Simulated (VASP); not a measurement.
Write the native input for VASP 6.6.1 that does the following.

- Task: relaxation of cell and atoms
- Functional: PBEsol
- Potentials or basis: VASP PAW PBE potentials, release 64 (Ti_sv)
- Cutoff: 600 eV
- k mesh: 18 × 18 × 10
- Occupations: gaussian, width 0.1 eV
- Spin: no spin polarisation
- Dipole correction: no
- Further INCAR settings: ALGO = Fast; EDIFF = 1e-06; IBRION = 2; EDIFFG = -0.005; NSW = 100; ISIF = 3

The structure of Ti lies in POSCAR:

```
Ti
1.0
    2.9500000000      0.0000000000      0.0000000000
   -1.4750000000      2.5547749412      0.0000000000
    0.0000000000      0.0000000000      4.6800000000
Ti
2
Direct
    0.3333333333      0.6666666667      0.2500000000
    0.6666666667      0.3333333333      0.7500000000
```

The input as run:

INCAR

```
SYSTEM = Ti
PREC = Accurate ; ENCUT = 600
EDIFF = 1E-6 ; ISMEAR = 0
SIGMA = 0.1 ; LREAL = .False.
LASPH = .True. ; NELM = 80
ALGO = Fast ; ISIF = 3
LWAVE = .False. ; LCHARG = .False.
GGA = PS ; IBRION = 2
NSW = 100 ; EDIFFG = -0.005
```

KPOINTS

```
Automatic mesh
0
Gamma
  18 18 10
  0 0 0
```

Potentials or basis: VASP PAW PBE potentials, release 64 (Ti_sv).

Launch:

```bash
$ cat potpaw_PBE.64/Ti_sv/POTCAR > POTCAR
$ mpirun -np 1 vasp_std > vasp.out
```

Results of the run:

```
Relaxed volume                         : 16.68 Å³/atom
Relaxed cell                           : a = 2.898 Å, b = 2.898 Å, c = 4.588 Å, α = 90.00°, β = 90.00°, γ = 120.00°
Space group after relaxing (to 0.05 Å) : P6_3/mmc (No. 194)
Energy gained by relaxing              : 18.6 meV/atom
Ionic steps                            : 15
Pressure after relaxing                : 0.0 GPa
Band gap on the k mesh                 : zero (band 12 reaches 9.43 eV, above the bottom of band 13 at 8.32 eV)
```

Caveat: the PAW data sets were made with another functional, which shifts forces and pressure a little.

Run time: 16 min on 1 thread of Intel(R) Xeon(R) 6975P-C (Granite Rapids) (shared host), peak memory 0.31 GiB.
